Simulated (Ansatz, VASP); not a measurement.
**One calculation of Hg, two programs**

File INCAR:

```
SYSTEM = Hg
PREC = Accurate
ENCUT = 520
EDIFF = 1E-7
ISMEAR = -1
SIGMA = 0.05
LREAL = .FALSE.
LASPH = .TRUE.
NELM = 80
ALGO = Normal
ISIF = 2
LWAVE = .FALSE.
LCHARG = .TRUE.
GGA = PS
LELF = .TRUE.
LVHAR = .TRUE.
NBANDS = 25
```

Contents of KPOINTS:

```
regular mesh
0
G
  8 8 9
  0 0 0
```

Contents of POSCAR:

```
Hg
1.0
    4.5700691356      0.0000000000      0.0000000000
   -2.2850345678      3.9577959684      0.0000000000
    0.0000000000      0.0000000000      3.8956298860
Hg
3
Direct
    0.3333333333      0.6666666667      0.5000000000
    0.0000000000      0.0000000000      0.0000000000
    0.6666666667      0.3333333333      0.5000000000
```

Input for Ansatz:

```yaml
crystal:
  lattice:
    - [4.5700691356, 0.0, 0.0]
    - [-2.2850345678, 3.9577959684, 0.0]
    - [0.0, 0.0, 3.895629886]
  atoms:
    - { symbol: Hg, position: [0.3333333333, 0.6666666667, 0.5] }
    - { symbol: Hg, position: [0.0, 0.0, 0.0] }
    - { symbol: Hg, position: [0.6666666667, 0.3333333333, 0.5] }
kpoints:
  mp_grid: { grid: [8, 8, 9] }
  band_path:
    path:
      - [0.0, 0.0, 0.0]
      - [0.5, 0.0, 0.0]
      - [0.3333333333, 0.3333333333, 0.0]
      - [0.0, 0.0, 0.0]
      - [0.0, 0.0, 0.5]
      - [0.5, 0.0, 0.5]
      - [0.3333333333, 0.3333333333, 0.5]
      - [0.0, 0.0, 0.5]
      - [0.5, 0.0, 0.5]
    npoints: 5
scf:
  occupations: { method: fermi_dirac, width: 0.05 }
hamiltonian:
  xc: pbesol
  pseudopotentials: { kind: all_electron, lapw: { basis_error: 0.0005 } }
output:
  forces: true
  stress: true
  eigenvalues: true
```

Change from the starting cell: volume scaled by 1.02.

Alike in both runs: task single point; functional PBEsol; k mesh 8 × 8 × 9; occupations fermi-dirac, width 0.05 eV; no spin polarisation.

|  | VASP | Ansatz |
| --- | --- | --- |
| version | VASP 6.6.1 | Ansatz 0.2.0 |
| potentials or method | VASP PAW PBE potentials, release 64 (Hg), cutoff 520 eV | all-electron LAPW, scalar-relativistic |

Ansatz gave:

| Quantity | Value |
| --- | --- |
| pressure (GPa) | 6.3 |
| traceless stress, the component that is largest in VASP (GPa) | -7.33 |

**Question.** What did VASP give for the same quantities?

**Answer.** Pressure (GPa): 7.0; traceless stress, the component that is largest in VASP (GPa): -7.85.

VASP's potentials were made for PBE, not for PBEsol. Ansatz ran all-electron here, and VASP with PAW potentials.

Spin-orbit coupling is off throughout.
